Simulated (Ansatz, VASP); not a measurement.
**Na: VASP beside Ansatz**

```
CELL_PARAMETERS angstrom
-2.07375 2.07375 2.07375
2.07375 -2.07375 2.07375
2.07375 2.07375 -2.07375
ATOMIC_POSITIONS crystal
Na 0.00000 0.00000 0.00000
```

Alike in both runs: task single point; functional PBE; k mesh 14 × 14 × 14; occupations gaussian, width 0.1 eV; no spin polarisation.

```csv
,VASP,Ansatz
version,VASP 6.6.1,Ansatz 0.2.0
potentials or method,"VASP PAW PBE potentials, release 64 (Na_pv), cutoff 520 eV","scalar-relativistic, plane waves, PAW"
valence electrons in the cell,7,9
```

```tsv
	VASP	Ansatz	Ansatz less VASP
gap on the k mesh at the Fermi level (eV)	none	none	-
pressure (GPa)	0.3	0.3	+0.03
```

A gap of «none» marks a metal or a gap that the smearing closes. VASP's potentials hold 7 valence electrons a cell and Ansatz's 9, so a difference there can come from the potentials and not from the codes.
